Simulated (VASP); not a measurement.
# Os (Im-3m) in VASP: notebook

Os is run at these levels: PBE; tasks: single point, relaxation of cell and atoms.

Everything below comes from runs of VASP 6.6.1. Logs are shortened: lines on timing, memory, paths and dates and some standing lists are left out, and cuts for length are marked.

### Step 1. The cell of the first run

Symmetry: Im-3m, No. 229, cubic system. The conventional cell has a = 3.093 Å, b = 3.093 Å, c = 3.093 Å, α = 90.00°, β = 90.00°, γ = 90.00°. Within 3.5 Å of Os (site symmetry m-3m) lie 14 Os at 2.68 to 3.09 Å.

This isn't the form of Os at room conditions, which is hcp.

### Step 2. Single point, PBE

INCAR reads:

```
  PREC = Accurate
  ENCUT = 520
  EDIFF = 1E-6
  ISMEAR = 1
  SIGMA = 0.01
  LREAL = False
  LASPH = True
  NELM = 100
  ALGO = Normal
  ISIF = 2
  LWAVE = False
  LCHARG = False
  GGA = PE
  NBANDS = 10
```

KPOINTS reads:

```
regular mesh
0
Gamma
  17 17 17
```

POSCAR reads:

```
Os
1.0
   -1.5462720846      1.5462720846      1.5462720846
    1.5462720846     -1.5462720846      1.5462720846
    1.5462720846      1.5462720846     -1.5462720846
Os
1
Direct
    0.0000000000      0.0000000000      0.0000000000
```

Potentials or basis: VASP PAW PBE potentials, release 64 (Os).

On the command line:

```
$ cat potpaw_PBE.64/Os/POTCAR > POTCAR
$ mpirun -np 1 vasp_std > vasp.out
```

OUTCAR:

```text
PREC = Accurate
   ENCUT = 520
   EDIFF = 1E-6
   ISMEAR = 1
   LREAL = False
   LASPH = True
   NELM = 100
   ISIF = 2
   GGA = PE

 ion  position               nearest neighbor table
   1  0.000  0.000  0.000-

  LATTYP: Found a body centered cubic cell.
 ALAT       =     3.0925441692

  Lattice vectors:

 A1 = (  -1.5462720846,   1.5462720846,   1.5462720846)
 A2 = (   1.5462720846,  -1.5462720846,   1.5462720846)
 A3 = (   1.5462720846,   1.5462720846,  -1.5462720846)

Analysis of symmetry for initial positions (statically):
=====================================================================
 Subroutine PRICEL returns:
 Original cell was already a primitive cell.

 Routine SETGRP: Setting up the symmetry group for a
 body centered cubic supercell.

 Subroutine GETGRP returns: Found 48 space group operations
 (whereof 48 operations were pure point group operations)
 out of a pool of 48 trial point group operations.

The static configuration has the point symmetry O_h .

Analysis of symmetry for dynamics (positions and initial velocities):
=====================================================================
 Subroutine PRICEL returns:
 Original cell was already a primitive cell.

 Routine SETGRP: Setting up the symmetry group for a
 body centered cubic supercell.

 Subroutine GETGRP returns: Found 48 space group operations
 (whereof 48 operations were pure point group operations)
 out of a pool of 48 trial point group operations.

The dynamic configuration has the point symmetry O_h .

 Subroutine INISYM returns: Found 48 space group operations
 (whereof 48 operations are pure point group operations),
 and found     1 'primitive' translations

----------------------------------------------------------------------------------------

                                     Primitive cell

  volume of cell :      14.7883

  direct lattice vectors                    reciprocal lattice vectors
    -1.546272085  1.546272085  1.546272085     0.000000000  0.323358357  0.323358357
     1.546272085 -1.546272085  1.546272085     0.323358357  0.000000000  0.323358357
     1.546272085  1.546272085 -1.546272085     0.323358357  0.323358357  0.000000000

  length of vectors
     2.678221813  2.678221813  2.678221813     0.457297773  0.457297773  0.457297773

  position of ions in fractional coordinates (direct lattice)
     0.000000000  0.000000000  0.000000000

  ion indices of the primitive-cell ions
   primitive index   ion index
                 1           1

----------------------------------------------------------------------------------------

 KPOINTS: regular mesh

Automatic generation of k-mesh.
 Grid dimensions read from file:
 generate k-points for:   17   17   17

 Generating k-lattice:

  Cartesian coordinates                     Fractional coordinates (reciprocal lattice)
     0.000000000  0.019021080  0.019021080     0.058823529  0.000000000  0.000000000
     0.019021080  0.000000000  0.019021080     0.000000000  0.058823529  0.000000000
     0.019021080  0.019021080  0.000000000     0.000000000  0.000000000  0.058823529

  Length of vectors
     0.026899869  0.026899869  0.026899869

  Shift w.r.t. Gamma in fractional coordinates (k-lattice)
     0.000000000  0.000000000  0.000000000

 Subroutine IBZKPT returns following result:
 ===========================================

 Found    165 irreducible k-points:

 Following reciprocal coordinates:
            Coordinates               Weight
  0.000000  0.000000  0.000000      1.000000
  0.058824  0.000000  0.000000     12.000000
  0.117647  0.000000  0.000000     12.000000
  0.176471  0.000000  0.000000     12.000000
  0.235294  0.000000  0.000000     12.000000
  0.294118  0.000000  0.000000     12.000000
[... 16 lines left out ...]
  0.411765  0.117647  0.000000     48.000000
  0.176471  0.176471  0.000000     24.000000
 [... further k-points ...]
   k-points           NKPTS =    165   k-points in BZ     NKDIM =    165   number of bands    NBANDS=     10
   number of dos      NEDOS =    301   number of ions     NIONS =      1
   total plane-waves  NPLWV =   8000
   dimension x,y,z NGX =    20 NGY =   20 NGZ =   20
   dimension x,y,z NGXF=    40 NGYF=   40 NGZF=   40
   ions per type =               1
   NGX,Y,Z   is equivalent  to a cutoff of  12.41, 12.41, 12.41 a.u.
   NGXF,Y,Z  is equivalent  to a cutoff of  24.83, 24.83, 24.83 a.u.
 SYSTEM =  unknown system
   PREC   = accura    normal or accurate (medium, high low for compatibility)
   ISTART =      0    job   : 0-new  1-cont  2-samecut
   ICHARG =      2    charge: 1-file 2-atom 10-const
   ISPIN  =      1    spin polarized calculation?
   LNONCOLLINEAR =      F non collinear calculations
   LSORBIT =      F    spin-orbit coupling
   LASPH  =      T    aspherical Exc in radial PAW
   ENCUT  =  520.0 eV  38.22 Ry    6.18 a.u.   4.98  4.98  4.98*2*pi/ulx,y,z
   NELM   =    100;   NELMIN=  2; NELMDL= -5     # of ELM steps
   EDIFF  = 0.1E-05   stopping-criterion for ELM
   LREAL  =      F    real-space projection
   EDIFFG = 0.1E-04   stopping-criterion for IOM
   NSW    =      0    number of steps for IOM
   IBRION =     -1    ionic relax: 0-MD 1-quasi-New 2-CG
   NFREE  =      0    steps in history (QN), initial steepest desc. (CG)
   ISIF   =      2    stress and relaxation
   ISYM   =      2    0-nonsym 1-usesym 2-fastsym
   POTIM  = 0.5000    time-step for ionic-motion
   TEBEG  =    0.0;   TEEND  =   0.0 temperature during run
   PSTRESS=    0.0 pullay stress
   NELECT =       8.0000    total number of electrons
   NUPDOWN=      -1.0000    fix difference up-down
   EMIN   =  10.00;   EMAX   =-10.00  energy-range for DOS
   EFERMI =   0.00;   METHOD = LEGACY
   ISMEAR =     1;   SIGMA  =   0.01  broadening in eV -4-tet -1-fermi 0-gaus
   EFERMI_NEDOS =   21; number of points for ismear=-14 and -15
   IALGO  =     38    algorithm
   IMIX   =      4    mixing-type and parameters
     AMIX     =   0.40;   BMIX     =  1.00
     AMIX_MAG =   1.60;   BMIX_MAG =  1.00
  volume/ion in A,a.u.               =      14.79        99.80
  Fermi-wavevector in a.u.,A,eV,Ry     =   1.333928  2.520758 24.209700  1.779363
  Thomas-Fermi vector in A             =   2.462748
   LORBIT       =      0    0 simple, 1 ext, 2 COOP (PROOUT), +10 PAW based schemes
   GGA     = PE    functional components
   LHFCALC =     F    Hartree Fock is set to
   AEXX    =    0.0000 exact exchange contribution
   IVDW    =     0    specifies the selected vdW correction
   LEPSILON=     F    determine dielectric tensor
   LRPA    =     F    only Hartree local field effects (RPA)
 non-spin polarized calculation
 Methfessel and Paxton  Order N= 1 SIGMA  =   0.01
  energy-cutoff  :      520.00
  volume of cell :       14.79
 maximum number of plane-waves:       410
   NGX =  9   NGY =  9   NGZ =  9

 number of electron       7.9999999 magnetization

 Free energy of the ion-electron system (eV)
  ---------------------------------------------------
  ext. energy  EPLUGINS =         0.00000000
  ---------------------------------------------------
  free energy    TOTEN  =       -10.35951018 eV

  energy without entropy =      -10.35951236  energy(sigma->0) =      -10.35951091

 E-fermi :   8.8897     XC(G=0): -13.7249

 val. band max:        8.8871932702   @ k =   0.0588   0.0588   0.0000
 cond. band min:       8.8915251886   @ k =   0.4118   0.1176   0.0588
 fundamental gap:      0.0043319183
 Fermi energy:         8.8897124815

 k-point     1 :       0.0000    0.0000    0.0000
  band No.  band energies     occupation
      1      -1.7918      2.00000
      2       5.6728      2.00000
      3       5.6728      2.00000
      4       5.6728      2.00000
      5       8.8547      2.00001
      6       8.8547      2.00001
      7      25.1244      0.00000
      8      25.1244      0.00000
      9      25.1244      0.00000
     10      36.6995      0.00000

 k-point     2 :       0.0588    0.0000    0.0000
  band No.  band energies     occupation
      1      -1.6299      2.00000
      2       5.5906      2.00000
      3       5.6642      2.00000
      4       5.8221      2.00000
      5       8.7367      2.00000
      6       8.8598      2.00019
      7      25.2358      0.00000
      8      25.3890      0.00000
      9      25.4085      0.00000
     10      34.9894      0.00000

 k-point     3 :       0.1176    0.0000    0.0000
  band No.  band energies     occupation
      1      -1.1625      2.00000
      2       5.3628      2.00000
      3       5.6173      2.00000
      4       6.2634      2.00000
      5       8.4770      2.00000
      6       8.8794      2.05578
      7      25.4699      0.00000
      8      26.0568      0.00000
      9      26.1607      0.00000
     10      32.9896      0.00000

 k-point     4 :       0.1765    0.0000    0.0000
  band No.  band energies     occupation
      1      -0.4515      2.00000
      2       5.0364      2.00000
      3       5.5053      2.00000
      4       6.9769      2.00000
      5       8.2778      2.00000
      6       8.9243     -0.00001
      7      25.4735      0.00000
      8      26.3410      0.00000
      9      27.3804      0.00000
     10      31.8129      0.00000

 k-point     5 :       0.2353    0.0000    0.0000
  band No.  band energies     occupation
      1       0.3672      2.00000
      2       4.6694      2.00000
      3       5.4162      2.00000
      4       7.9250      2.00000
      5       8.2712      2.00000
      6       9.0038     -0.00000
      7      24.8416      0.00000
      8      25.2944      0.00000
      9      28.9659      0.00000
     10      31.9273      0.00000

 k-point     6 :       0.2941    0.0000    0.0000
  band No.  band energies     occupation
      1       1.0509      2.00000
      2       4.3149      2.00000
      3       5.6265      2.00000
      4       8.4328      2.00000
      5       9.0443     -0.00000
      6       9.1179      0.00000
      7      23.2687      0.00000
      8      23.7659      0.00000
      9      30.8172      0.00000
     10      31.0731      0.00000

 k-point     7 :       0.3529    0.0000    0.0000
  band No.  band energies     occupation
      1       1.3815      2.00000
      2       4.0153      2.00000
      3       6.3692      2.00000
      4       8.6631      2.00000
      5       9.2521      0.00000
      6      10.2271      0.00000
      7      21.0443      0.00000
      8      22.6875      0.00000
      9      28.7772      0.00000
     10      32.7985      0.00000

 k-point     8 :       0.4118    0.0000    0.0000
  band No.  band energies     occupation
      1       1.4317      2.00000
      2       3.8001      2.00000
      3       7.4671      2.00000
      4       8.8517      2.00000
      5       9.3756      0.00000
      6      11.2900      0.00000
      7      19.0683      0.00000
      8      21.8618      0.00000
      9      26.9351      0.00000
     10      33.7930      0.00000

 k-point     9 :       0.4706    0.0000    0.0000
  band No.  band energies     occupation
      1       1.4028      2.00000
      2       3.6882      2.00000
      3       8.4314      2.00000
      4       8.8581      2.00007
      5       9.4512      0.00000
      6      11.9546      0.00000
      7      17.8092      0.00000
      8      21.4185      0.00000
      9      25.8723      0.00000
     10      33.2449      0.00000
[... 118 lines left out ...]
 k-point    19 :       0.1765    0.1176    0.0000
  band No.  band energies     occupation
      1       0.7724      2.00000
      2       4.7186      2.00000
      3       4.9815      2.00000
      4       8.0093      2.00000
      5       8.5623      2.00000
      6       9.2348      0.00000
      7      24.6811      0.00000
      8      25.6189      0.00000
      9      28.1632      0.00000
     10      29.7979      0.00000

 k-point    20 :       0.2353    0.1176   -0.0000
  band No.  band energies     occupation
      1       1.4806      2.00000
      2       4.3759      2.00000
      3       5.0875      2.00000
      4       8.1515      2.00000
      5       9.3295      0.00000
      6       9.8044      0.00000
      7      22.8218      0.00000
      8      24.4643      0.00000
      9      28.2389      0.00000
     10      29.6079      0.00000

 k-point    21 :       0.2941    0.1176    0.0000
  band No.  band energies     occupation
      1       1.8304      2.00000
      2       4.0993      2.00000
      3       5.6546      2.00000
      4       8.4138      2.00000
      5       9.4493      0.00000
      6      11.0891      0.00000
      7      20.7307      0.00000
      8      23.2590      0.00000
      9      26.9024      0.00000
     10      31.1739      0.00000

 k-point    22 :       0.3529    0.1176    0.0000
  band No.  band energies     occupation
      1       1.8738      2.00000
      2       3.9096      2.00000
      3       6.5026      2.00000
      4       8.6218      2.00000
      5       9.6458      0.00000
      6      12.2927      0.00000
      7      18.7566      0.00000
      8      22.3833      0.00000
      9      25.7066      0.00000
     10      32.5787      0.00000

 k-point    23 :       0.4118    0.1176    0.0000
  band No.  band energies     occupation
      1       1.8367      2.00000
      2       3.8130      2.00000
      3       7.1487      2.00000
      4       8.6256      2.00000
      5       9.9358      0.00000
      6      13.1147      0.00000
      7      17.4190      0.00000
      8      21.9184      0.00000
      9      24.9705      0.00000
     10      32.9828      0.00000

 k-point    24 :       0.1765    0.1765    0.0000
  band No.  band energies     occupation
      1       1.5438      2.00000
      2       4.5533      2.00000
      3       4.7261      2.00000
      4       8.0184      2.00000
      5       9.3508      0.00000
      6       9.8170      0.00000
      7      23.1618      0.00000
      8      25.1122      0.00000
      9      27.7666      0.00000
     10      28.7581      0.00000

 [... further k-points ...]
[... 5 lines left out ...]
  --------------------------------------------------------------------------------------
  -------------------------------------------------------------------------------------
  Total       -0.0295046     -0.0295046     -0.0295046      0.0000000      0.0000000      0.0000000
  in kB       -3.1965594     -3.1965594     -3.1965594      0.0000000      0.0000000      0.0000000
  external PRESSURE =      -3.1965594 kB  Pullay stress =       0.0000000 kB

 VOLUME and BASIS-vectors are now :
 -----------------------------------------------------------------------------
  energy-cutoff  :      520.00
  volume of cell :       14.79
      direct lattice vectors                 reciprocal lattice vectors
    -1.546272085  1.546272085  1.546272085     0.000000000  0.323358357  0.323358357
     1.546272085 -1.546272085  1.546272085     0.323358357  0.000000000  0.323358357
     1.546272085  1.546272085 -1.546272085     0.323358357  0.323358357  0.000000000

 POSITION                                       TOTAL-FORCE (eV/Angst)
 -----------------------------------------------------------------------------------
      0.00000      0.00000      0.00000         0.000000     -0.000000     -0.000000
 -----------------------------------------------------------------------------------
    total drift:                                0.000000      0.000000      0.000000

  FREE ENERGIE OF THE ION-ELECTRON SYSTEM (eV)
  ---------------------------------------------------
  free  energy   TOTEN  =       -10.3595101789 eV

  energy  without entropy=      -10.3595123584  energy(sigma->0) =      -10.35951091
```

Wall time 16 s (1 thread of Intel Xeon Platinum 8259CL at 2.50GHz (Skylake/Cascade Lake), shared host); peak memory 0.14 GiB.

Results:

| Property | Result |
| --- | --- |
| Free energy | -10.3595 eV |
| Pressure | -0.3 GPa |
| Band gap on the k mesh | zero (bands 4 and 5 overlap by 4.12 eV) |

Levels at points of the mesh, in eV from the Fermi level:
| k point | band 1 | band 2 | band 3 | band 4 | band 5 | band 6 | band 7 | band 8 |
| --- | --- | --- | --- | --- | --- | --- | --- | --- |
| (0.00, 0.00, 0.00) | -10.68 | -3.22 | -3.22 | -3.22 | -0.04 | -0.04 | 16.23 | 16.23 |

Caveat: spin-orbit coupling is left out, which moves the levels of the heavy elements.

### Step 3. Relaxation of cell and atoms, PBE

This run uses another cell than the first one, of 14.28 Å³/atom.

INCAR reads:

```
PREC = Accurate
ENCUT = 600
EDIFF = 1E-6
ISMEAR = -1
SIGMA = 0.1
LREAL = False
LASPH = True
NELM = 60
ALGO = Normal
ISIF = 3
LWAVE = False
LCHARG = False
GGA = PE
IBRION = 2
NSW = 60
EDIFFG = -0.005
```

KPOINTS reads:

```
Automatic mesh
0
Gamma
  17 17 17
```

POSCAR reads:

```
Os
1.0
   -1.5284210575      1.5284210575      1.5284210575
    1.5284210575     -1.5284210575      1.5284210575
    1.5284210575      1.5284210575     -1.5284210575
Os
1
Direct
    0.0000000000      0.0000000000      0.0000000000
```

Potentials or basis: VASP PAW PBE potentials, release 64 (Os).

On the command line:

```
$ cat potpaw_PBE.64/Os/POTCAR > POTCAR
$ mpirun -np 1 vasp_std > vasp.out
```

Wall time 37 s (1 thread of Intel Xeon Platinum 8259CL at 2.50GHz (Skylake/Cascade Lake), shared host); peak memory 0.16 GiB.

The run converged. Its results:

```yaml
Free_energy: -10.3848 eV
Relaxed_volume: 14.80 Å³/atom
Relaxed_cell: a = 2.679 Å, b = 2.679 Å, c = 2.679 Å, α = 109.47°, β = 109.47°, γ = 109.47°
Space_group_after_relaxing_to_0.1_Å: Im-3m (No. 229)
Energy_gained_by_relaxing: 21.3 meV/atom
Ionic_steps: 4
Pressure_after_relaxing: 0.0 GPa
Band_gap_on_the_k_mesh: zero (bands 4 and 5 overlap by 4.11 eV)
```

The path:
| step | energy change (eV) | largest force (eV/Å) | pressure (GPa) | volume (Å³) |
| --- | --- | --- | --- | --- |
| 1 | 0.0000 | 0.0000 | 13.77 | 14.28 |
| 2 | 0.2501 | 0.0000 | -34.77 | 16.97 |
| 3 | -0.0212 | 0.0000 | -0.80 | 14.83 |
| 4 | -0.0213 | 0.0000 | -0.05 | 14.80 |

Final structure:
```yaml
crystal:
  lattice:
    - [-1.54660, 1.54660, 1.54660]
    - [1.54660, -1.54660, 1.54660]
    - [1.54660, 1.54660, -1.54660]
  atoms:
    - { symbol: Os, position: [0.00000, 0.00000, 0.00000] }
```

Levels at points of the mesh, in eV from the Fermi level:
| k point | band 1 | band 2 | band 3 | band 4 | band 5 | band 6 | band 7 | band 8 |
| --- | --- | --- | --- | --- | --- | --- | --- | --- |
| (0.00, 0.00, 0.00) | -10.70 | -3.24 | -3.24 | -3.24 | -0.05 | -0.05 | 16.21 | 16.21 |

Caveat: spin-orbit coupling is left out, which moves the levels of the heavy elements.

### Step 4. Single point, PBE (5.92 Å³/atom)

This run uses another cell than the first one, of 5.92 Å³/atom.

INCAR reads:

```
ALGO = Normal ; EDIFF = 1E-7
ENCUT = 520 ; GGA = PE
ISIF = 2 ; ISMEAR = -1
LASPH = T ; LCHARG = T
LELF = T ; LREAL = F
LVHAR = T ; LWAVE = F
NBANDS = 10 ; NELM = 80
PREC = Accurate ; SIGMA = 0.1
```

KPOINTS reads:

```
k-points
0
Gamma
  17 17 17
```

POSCAR reads:

```
Os
1.0
   -1.1393030130      1.1393030130      1.1393030130
    1.1393030130     -1.1393030130      1.1393030130
    1.1393030130      1.1393030130     -1.1393030130
Os
1
Direct
    0.0000000000      0.0000000000      0.0000000000
```

On the command line:

```
$ cat potpaw_PBE.64/Os/POTCAR > POTCAR
$ mpirun -np 1 vasp_std > vasp.out
```

It took 13 s on 1 thread of Intel Xeon 8259CL, shared host; peak memory 0.13 GiB.

The run converged, but its numbers aren't listed here, since they failed a check.

Caveat: atoms lie so close that the PAW spheres overlap strongly, which falsifies energies and pressures; the cell stands under pressure; spin-orbit coupling is left out, which moves the levels of the heavy elements.
